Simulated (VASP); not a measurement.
C, 2 atoms in the cell. Symmetry: Fd-3m, No. 227, cubic system. Conventional cell: a = 3.567 Å, b = 3.567 Å, c = 3.567 Å, α = 90.00°, β = 90.00°, γ = 90.00°. C (site symmetry -43m) has 4 C at 1.54 Å within 2.1 Å. 

```yaml
Program: VASP 6.6.1
Task: vibrations by perturbation theory
Functional: PBE
Potentials_or_basis: VASP PAW PBE potentials, release 64 (C)
Cutoff: 520 eV
k_mesh: 10 × 10 × 10
Occupations: fermi-dirac, width 0.05 eV
Spin: no spin polarisation
Dipole_correction: no
Further_INCAR_settings: ALGO = Normal; EDIFF = 1e-08; NBANDS = 11; IBRION = 8; NSW = 1
```

Potentials or basis: VASP PAW PBE potentials, release 64 (C).

The run is started by

```bash
$ cat potpaw_PBE.64/C/POTCAR > POTCAR
$ mpirun -np 1 vasp_std > vasp.out
```

Hardware: 1 thread of Intel(R) Xeon(R) Platinum 8375C CPU @ 2.90GHz (Ice Lake) (shared host).

Problem. Estimate the wall time of this run.

Solution. Run time: 24 s on 1 thread of Intel(R) Xeon(R) Platinum 8375C CPU @ 2.90GHz (Ice Lake), on a shared host, peak memory 0.15 GiB. Counts: scf iterations 25, k points 47.
